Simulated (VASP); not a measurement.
# TiAl2 (Cmmm) in VASP: notebook

TiAl2 is run at these levels: r2SCAN; tasks: single point.

Program: VASP 6.6.1. These are calculated values, not measurements. Logs are shortened: lines on timing, memory, paths and dates and some standing lists are left out, and cuts for length are marked.

### 1 The cell of the first run

The structure is orthorhombic, space group Cmmm (No. 65). Conventional cell: a = 3.959 Å, b = 12.094 Å, c = 4.032 Å, α = 90.00°, β = 90.00°, γ = 90.00°. Ti (site symmetry m2m) has 10 Al at 2.68 to 2.92 Å and 3 Ti at 3.14 to 3.60 Å within 3.7 Å. Al (site symmetry mmm) has 4 Ti at 2.68 Å and 8 Al at 2.83 to 2.93 Å within 3.5 Å. Within 3.5 Å of Al (site symmetry m2m) lie 6 Al at 2.67 to 2.93 Å and 6 Ti at 2.84 to 2.92 Å. Within 3.6 Å of Al (site symmetry mmm) lie 4 Ti at 2.70 Å and 8 Al at 2.83 to 2.91 Å.

### 2 Single point, r2SCAN

POSCAR

```
TiAl2
1.0
    1.9795500000     -6.0472000000      0.0000000000
    1.9795500000      6.0472000000      0.0000000000
    0.0000000000      0.0000000000      4.0315000000
Ti Al
2 4
Direct
    0.6490000000      0.3510000000      0.0000000000
    0.3510000000      0.6490000000      0.0000000000
    0.0000000000      0.0000000000      0.0000000000
    0.8240000000      0.1760000000      0.5000000000
    0.1760000000      0.8240000000      0.5000000000
    0.5000000000      0.5000000000      0.5000000000
```

INCAR.step1

```
PREC = Accurate
ENCUT = 520
ISMEAR = 0
SIGMA = 0.05
LREAL = False
LASPH = True
NELM = 60
NBANDS = 27
GGA = PE
ALGO = Normal
EDIFF = 1E-4
LWAVE = True
LCHARG = False
```

INCAR.step2

```
PREC = Accurate
ENCUT = 520
EDIFF = 1E-6
ISMEAR = 0
SIGMA = 0.05
LREAL = False
LASPH = True
NELM = 60
ALGO = Normal
ISIF = 2
LWAVE = False
LCHARG = True
METAGGA = R2SCAN
LMIXTAU = True
LELF = True
LVHAR = True
NBANDS = 27
ISTART = 1
```

KPOINTS

```
regular mesh
0
Gamma
  5 5 5
```

Potentials or basis: VASP PAW PBE potentials, release 64 (Ti_sv, Al).

On the command line:

```console
> cat potpaw_PBE.64/Ti_sv/POTCAR potpaw_PBE.64/Al/POTCAR > POTCAR
> cp INCAR.step1 INCAR
> mpirun -np 1 vasp_std > vasp.out
> cp INCAR.step2 INCAR
> mpirun -np 1 vasp_std > vasp.out
```

OUTCAR:

```text
PREC = Accurate
   ENCUT = 520
   EDIFF = 1E-6
   ISMEAR = 0
   LREAL = False
   LASPH = True
   NELM = 60
   ISIF = 2
   METAGGA = R2SCAN
   ISTART = 1

 ion  position               nearest neighbor table
   1  0.649  0.351  0.000-   3 2.68   3 2.68   6 2.70   6 2.70   5 2.84   5 2.84   5 2.84   5 2.84
                             4 2.92   4 2.92
   2  0.351  0.649  0.000-   3 2.68   3 2.68   6 2.70   6 2.70   4 2.84   4 2.84   4 2.84   4 2.84
                             5 2.92   5 2.92
   3  0.000  0.000  0.000-   1 2.68   2 2.68   1 2.68   2 2.68   6 2.83   6 2.83   6 2.83   6 2.83
                             4 2.93   4 2.93   5 2.93   5 2.93
   4  0.824  0.176  0.500-   5 2.67   5 2.67   2 2.84   2 2.84   2 2.84   2 2.84   6 2.91   6 2.91
                             1 2.92   1 2.92   3 2.93   3 2.93
   5  0.176  0.824  0.500-   4 2.67   4 2.67   1 2.84   1 2.84   1 2.84   1 2.84   6 2.91   6 2.91
                             2 2.92   2 2.92   3 2.93   3 2.93
   6  0.500  0.500  0.500-   1 2.70   2 2.70   1 2.70   2 2.70   3 2.83   3 2.83   3 2.83   3 2.83
                             5 2.91   4 2.91   5 2.91   4 2.91

  LATTYP: Found a base centered orthorhombic cell.
 ALAT       =     3.9591000000
 B/A-ratio  =     3.0548356950
 C/A-ratio  =     1.0182869844

  Lattice vectors:

 A1 = (   1.9795500000,  -6.0472000000,   0.0000000000)
 A2 = (   1.9795500000,   6.0472000000,   0.0000000000)
 A3 = (   0.0000000000,   0.0000000000,   4.0315000000)

Analysis of symmetry for initial positions (statically):
=====================================================================
 Subroutine PRICEL returns:
 Original cell was already a primitive cell.

 Routine SETGRP: Setting up the symmetry group for a
 base centered orthorhombic supercell.

 Subroutine GETGRP returns: Found  8 space group operations
 (whereof  8 operations were pure point group operations)
 out of a pool of  8 trial point group operations.

The static configuration has the point symmetry D_2h.

Analysis of symmetry for dynamics (positions and initial velocities):
=====================================================================
 Subroutine PRICEL returns:
 Original cell was already a primitive cell.

 Routine SETGRP: Setting up the symmetry group for a
 base centered orthorhombic supercell.

 Subroutine GETGRP returns: Found  8 space group operations
 (whereof  8 operations were pure point group operations)
 out of a pool of  8 trial point group operations.

The dynamic configuration has the point symmetry D_2h.

 Subroutine INISYM returns: Found  8 space group operations
 (whereof  8 operations are pure point group operations),
 and found     1 'primitive' translations

----------------------------------------------------------------------------------------

                                     Primitive cell

  volume of cell :      96.5200

  direct lattice vectors                    reciprocal lattice vectors
     1.979550000 -6.047200000  0.000000000     0.252582658 -0.082682895  0.000000000
     1.979550000  6.047200000  0.000000000     0.252582658  0.082682895  0.000000000
     0.000000000  0.000000000  4.031500000     0.000000000  0.000000000  0.248046633

  length of vectors
     6.362958906  6.362958906  4.031500000     0.265771443  0.265771443  0.248046633

  position of ions in fractional coordinates (direct lattice)
     0.649000000  0.351000000  0.000000000
     0.351000000  0.649000000  0.000000000
     0.000000000  0.000000000  0.000000000
     0.824000000  0.176000000  0.500000000
     0.176000000  0.824000000  0.500000000
     0.500000000  0.500000000  0.500000000

  ion indices of the primitive-cell ions
   primitive index   ion index
                 1           1
                 2           2
                 3           3
                 4           4
                 5           5
                 6           6

----------------------------------------------------------------------------------------

 KPOINTS: regular mesh

Automatic generation of k-mesh.
 Grid dimensions read from file:
 generate k-points for:    5    5    5

 Generating k-lattice:

  Cartesian coordinates                     Fractional coordinates (reciprocal lattice)
     0.050516532 -0.016536579  0.000000000     0.200000000  0.000000000  0.000000000
     0.050516532  0.016536579  0.000000000     0.000000000  0.200000000  0.000000000
     0.000000000  0.000000000  0.049609327     0.000000000  0.000000000  0.200000000

  Length of vectors
     0.053154289  0.053154289  0.049609327

  Shift w.r.t. Gamma in fractional coordinates (k-lattice)
     0.000000000  0.000000000  0.000000000

 Subroutine IBZKPT returns following result:
 ===========================================

 Found     27 irreducible k-points:

 Following reciprocal coordinates:
            Coordinates               Weight
  0.000000  0.000000  0.000000      1.000000
  0.200000  0.000000  0.000000      4.000000
  0.400000  0.000000  0.000000      4.000000
  0.200000  0.200000  0.000000      2.000000
  0.400000  0.200000  0.000000      4.000000
 -0.400000  0.200000  0.000000      4.000000
[... 16 lines left out ...]
  0.400000  0.200000  0.400000      8.000000
 -0.400000  0.200000  0.400000      8.000000
 [... further k-points ...]
   k-points           NKPTS =     27   k-points in BZ     NKDIM =     27   number of bands    NBANDS=     27
   number of dos      NEDOS =    301   number of ions     NIONS =      6
   total plane-waves  NPLWV =  69120
   dimension x,y,z NGX =    48 NGY =   48 NGZ =   30
   dimension x,y,z NGXF=    96 NGYF=   96 NGZF=   60
   ions per type =               2   4
   NGX,Y,Z   is equivalent  to a cutoff of  12.54, 12.54, 12.37 a.u.
   NGXF,Y,Z  is equivalent  to a cutoff of  25.08, 25.08, 24.74 a.u.
 SYSTEM =  unknown system
   PREC   = accura    normal or accurate (medium, high low for compatibility)
   ISTART =      1    job   : 0-new  1-cont  2-samecut
   ICHARG =      0    charge: 1-file 2-atom 10-const
   ISPIN  =      1    spin polarized calculation?
   LNONCOLLINEAR =      F non collinear calculations
   LSORBIT =      F    spin-orbit coupling
   LASPH  =      T    aspherical Exc in radial PAW
   ENCUT  =  520.0 eV  38.22 Ry    6.18 a.u.  11.83 11.83  7.50*2*pi/ulx,y,z
   NELM   =     60;   NELMIN=  2; NELMDL=  0     # of ELM steps
   EDIFF  = 0.1E-05   stopping-criterion for ELM
   LREAL  =      F    real-space projection
[... 7 lines left out ...]
   TEBEG  =    0.0;   TEEND  =   0.0 temperature during run
   PSTRESS=    0.0 pullay stress
   NELECT =      36.0000    total number of electrons
   NUPDOWN=      -1.0000    fix difference up-down
   EMIN   =  10.00;   EMAX   =-10.00  energy-range for DOS
   EFERMI =   0.00;   METHOD = LEGACY
   ISMEAR =     0;   SIGMA  =   0.05  broadening in eV -4-tet -1-fermi 0-gaus
   EFERMI_NEDOS =   21; number of points for ismear=-14 and -15
   IALGO  =     38    algorithm
   IMIX   =      4    mixing-type and parameters
     AMIX     =   0.40;   BMIX     =  1.00
     AMIX_MAG =   1.60;   BMIX_MAG =  1.00
  volume/ion in A,a.u.               =      16.09       108.56
  Fermi-wavevector in a.u.,A,eV,Ry     =   1.178428  2.226907 18.894320  1.388693
  Thomas-Fermi vector in A             =   2.314757
   LORBIT       =      0    0 simple, 1 ext, 2 COOP (PROOUT), +10 PAW based schemes
   METAGGA = R2SCAN    functional components
   LHFCALC =     F    Hartree Fock is set to
   AEXX    =    0.0000 exact exchange contribution
   IVDW    =     0    specifies the selected vdW correction
   LEPSILON=     F    determine dielectric tensor
   LRPA    =     F    only Hartree local field effects (RPA)
 non-spin polarized calculation
 Gauss-broadening in eV      SIGMA  =   0.05
  energy-cutoff  :      520.00
  volume of cell :       96.52
 maximum number of plane-waves:      2633
   NGX = 23   NGY = 23   NGZ = 15

 number of electron      36.0000003 magnetization

 Free energy of the ion-electron system (eV)
  ---------------------------------------------------
  ext. energy  EPLUGINS =         0.00000000
  ---------------------------------------------------
  free energy    TOTEN  =       -55.56042386 eV

  energy without entropy =      -55.55754656  energy(sigma->0) =      -55.55898521

 E-fermi :   8.3509     XC(G=0): -11.5672

 val. band max:        8.3382566370   @ k =  -0.4000   0.2000   0.0000
 cond. band min:       8.3559773617   @ k =  -0.4000   0.2000   0.0000
 fundamental gap:      0.0177207247
 Fermi energy:         8.3509046929

 k-point     1 :       0.0000    0.0000    0.0000
  band No.  band energies     occupation
      1     -50.7478      2.00000
      2     -50.7295      2.00000
      3     -26.0679      2.00000
      4     -26.0451      2.00000
      5     -25.9924      2.00000
      6     -25.9889      2.00000
[... 19 lines left out ...]
     26      12.2157      0.00000
     27      12.4099      0.00000

 k-point     2 :       0.2000    0.0000    0.0000
  band No.  band energies     occupation
      1     -50.7458      2.00000
      2     -50.7310      2.00000
      3     -26.0652      2.00000
      4     -26.0467      2.00000
      5     -25.9976      2.00000
      6     -25.9945      2.00000
[... 19 lines left out ...]
     26      12.6429      0.00000
     27      13.4031      0.00000

 k-point     3 :       0.4000    0.0000    0.0000
  band No.  band energies     occupation
      1     -50.7409      2.00000
      2     -50.7350      2.00000
      3     -26.0588      2.00000
      4     -26.0514      2.00000
      5     -26.0095      2.00000
      6     -26.0045      2.00000
[... 19 lines left out ...]
     26      11.8807      0.00000
     27      12.3522      0.00000

 k-point     4 :       0.2000    0.2000    0.0000
  band No.  band energies     occupation
      1     -50.7413      2.00000
      2     -50.7345      2.00000
      3     -26.0595      2.00000
      4     -26.0507      2.00000
      5     -26.0097      2.00000
      6     -26.0052      2.00000
[... 19 lines left out ...]
     26      12.0216      0.00000
     27      12.2439      0.00000

 k-point     5 :       0.4000    0.2000    0.0000
  band No.  band energies     occupation
      1     -50.7399      2.00000
      2     -50.7360      2.00000
      3     -26.0573      2.00000
      4     -26.0529      2.00000
      5     -26.0129      2.00000
      6     -25.9988      2.00000
[... 19 lines left out ...]
     26      11.8479      0.00000
     27      12.3288      0.00000

 k-point     6 :      -0.4000    0.2000    0.0000
  band No.  band energies     occupation
      1     -50.7449      2.00000
      2     -50.7319      2.00000
      3     -26.0638      2.00000
      4     -26.0481      2.00000
      5     -25.9999      2.00000
      6     -25.9841      2.00000
[... 444 lines left out ...]
      1     -50.7403      2.00000
      2     -50.7345      2.00000
      3     -26.0740      2.00000
      4     -26.0653      2.00000
      5     -26.0073      2.00000
      6     -26.0025      2.00000
[... 19 lines left out ...]
     26      11.8103      0.00000
     27      12.1983      0.00000

 k-point    22 :       0.2000    0.2000    0.4000
  band No.  band energies     occupation
      1     -50.7407      2.00000
      2     -50.7340      2.00000
      3     -26.0749      2.00000
      4     -26.0644      2.00000
      5     -26.0075      2.00000
      6     -26.0032      2.00000
[... 19 lines left out ...]
     26      11.8440      0.00000
     27      12.0609      0.00000

 k-point    23 :       0.4000    0.2000    0.4000
  band No.  band energies     occupation
      1     -50.7393      2.00000
      2     -50.7354      2.00000
      3     -26.0719      2.00000
      4     -26.0674      2.00000
      5     -26.0108      2.00000
      6     -25.9969      2.00000
[... 19 lines left out ...]
     26      11.9844      0.00000
     27      12.1093      0.00000

 k-point    24 :      -0.4000    0.2000    0.4000
  band No.  band energies     occupation
      1     -50.7443      2.00000
      2     -50.7313      2.00000
      3     -26.0796      2.00000
      4     -26.0623      2.00000
      5     -25.9983      2.00000
      6     -25.9823      2.00000
[... 19 lines left out ...]
     26      11.7804      0.00000
     27      12.3673      0.00000

 [... further k-points ...]
[... 5 lines left out ...]
  --------------------------------------------------------------------------------------
  -------------------------------------------------------------------------------------
  Total       -1.2554683     -0.0528483     -1.9469395      0.0000000      0.0000000      0.0000000
  in kB      -20.8400559     -0.8772510    -32.3180810      0.0000000      0.0000000      0.0000000
  external PRESSURE =     -18.0117960 kB  Pullay stress =       0.0000000 kB

 VOLUME and BASIS-vectors are now :
 -----------------------------------------------------------------------------
  energy-cutoff  :      520.00
  volume of cell :       96.52
      direct lattice vectors                 reciprocal lattice vectors
     1.979550000 -6.047200000  0.000000000     0.252582658 -0.082682895  0.000000000
     1.979550000  6.047200000  0.000000000     0.252582658  0.082682895  0.000000000
     0.000000000  0.000000000  4.031500000     0.000000000  0.000000000  0.248046633

 POSITION                                       TOTAL-FORCE (eV/Angst)
 -----------------------------------------------------------------------------------
      1.97955     -1.80207      0.00000        -0.000000     -1.011949      0.000000
      1.97955      1.80207      0.00000        -0.000000      1.011949     -0.000000
      0.00000      0.00000      0.00000        -0.000000     -0.000000     -0.000000
      1.97955     -3.91859      2.01575        -0.000000     -0.193990     -0.000000
      1.97955      3.91859      2.01575        -0.000000      0.193990     -0.000000
      1.97955      0.00000      2.01575         0.000000      0.000000     -0.000000
 -----------------------------------------------------------------------------------
    total drift:                                0.000000     -0.000000      0.000000

  FREE ENERGIE OF THE ION-ELECTRON SYSTEM (eV)
  ---------------------------------------------------
  free  energy   TOTEN  =       -55.5604238558 eV

  energy  without entropy=      -55.5575465568  energy(sigma->0) =      -55.55898521
```

It took 11 min on 1 thread of AMD EPYC 7R13, shared host; peak memory 0.28 GiB.

Results:

```
Free energy            : -55.5604 eV
Pressure               : -1.8 GPa
Largest force          : 1.012 eV/Å
Band gap on the k mesh : zero (bands 18 and 19 overlap by 0.68 eV)
```

Forces in eV/Å, atoms in the order of the input:
```
Ti   0.000 -1.012  0.000
Ti   0.000  1.012  0.000
Al   0.000  0.000  0.000
Al   0.000 -0.194  0.000
Al   0.000  0.194  0.000
Al   0.000  0.000  0.000
```

Levels at points of the mesh, in eV from the Fermi level:
| k point | band 14 | band 15 | band 16 | band 17 | band 18 | band 19 | band 20 | band 21 | band 22 | band 23 |
| --- | --- | --- | --- | --- | --- | --- | --- | --- | --- | --- |
| (0.00, 0.00, 0.00) | -1.83 | -1.70 | -0.81 | -0.63 | -0.63 | 0.53 | 0.77 | 0.94 | 0.96 | 1.66 |

Caveat: the PAW data sets were made with another functional, which shifts forces and pressure a little.

### 3 Single point, r2SCAN

POSCAR is that of step 2.

INCAR.step1

```
PREC     = Accurate       # precision mode
ENCUT    = 520            # plane-wave cutoff, eV
ISMEAR   = 0              # smearing method
SIGMA    = 0.1            # smearing width, eV
LREAL    = F              # projectors in reciprocal space
LASPH    = T              # aspherical terms in the spheres
NELM     = 100            # most SCF steps
NBANDS   = 27             # bands
GGA      = PE             # functional
ALGO     = Normal         # electronic algorithm
EDIFF    = 1E-4           # SCF threshold, eV
LWAVE    = T              # write WAVECAR
LCHARG   = F              # write CHGCAR
```

INCAR.step2

```
PREC     = Accurate       # precision mode
ENCUT    = 520            # plane-wave cutoff, eV
EDIFF    = 1E-6           # SCF threshold, eV
ISMEAR   = 0              # smearing method
SIGMA    = 0.1            # smearing width, eV
LREAL    = F              # projectors in reciprocal space
LASPH    = T              # aspherical terms in the spheres
NELM     = 100            # most SCF steps
ALGO     = Normal         # electronic algorithm
ISIF     = 2              # what is computed and relaxed
LWAVE    = F              # write WAVECAR
LCHARG   = F              # write CHGCAR
METAGGA  = R2SCAN         # meta-GGA
LMIXTAU  = T            
NBANDS   = 27             # bands
ISTART   = 1
```

KPOINTS is that of step 2.

Potentials or basis: VASP PAW PBE potentials, release 64 (Ti_sv, Al).

On the command line:

```console
> cat potpaw_PBE.64/Ti_sv/POTCAR potpaw_PBE.64/Al/POTCAR > POTCAR
> cp INCAR.step1 INCAR
> mpirun -np 1 vasp_std > vasp.out
> cp INCAR.step2 INCAR
> mpirun -np 1 vasp_std > vasp.out
```

It took 13 min on 1 thread of AMD EPYC 7R13, shared host; peak memory 0.28 GiB.

The run converged. Its results:

```
Free energy            : -55.5646 eV
Pressure               : -1.8 GPa
Largest force          : 1.012 eV/Å
Band gap on the k mesh : zero (bands 18 and 19 overlap by 0.68 eV)
```

Forces on the atoms (eV/Å):
```
Ti   0.000 -1.012  0.000
Ti   0.000  1.012  0.000
Al   0.000  0.000  0.000
Al   0.000 -0.204  0.000
Al   0.000  0.204  0.000
Al   0.000  0.000  0.000
```

Stress tensor (GPa, compression positive):
```
-1.98  0.00  0.00
 0.00 -0.15  0.00
 0.00  0.00 -3.27
```

Levels at points of the mesh, in eV from the Fermi level:
```tsv
k point	band 14	band 15	band 16	band 17	band 18	band 19	band 20	band 21	band 22	band 23
(0.00, 0.00, 0.00)	-1.84	-1.71	-0.81	-0.63	-0.63	0.53	0.77	0.94	0.95	1.65
```

Caveat: the PAW data sets were made with another functional, which shifts forces and pressure a little.

(Continued in part 2 of 2.)

The gap in the log of VASP goes by the Fermi energy; the results here count the filled bands.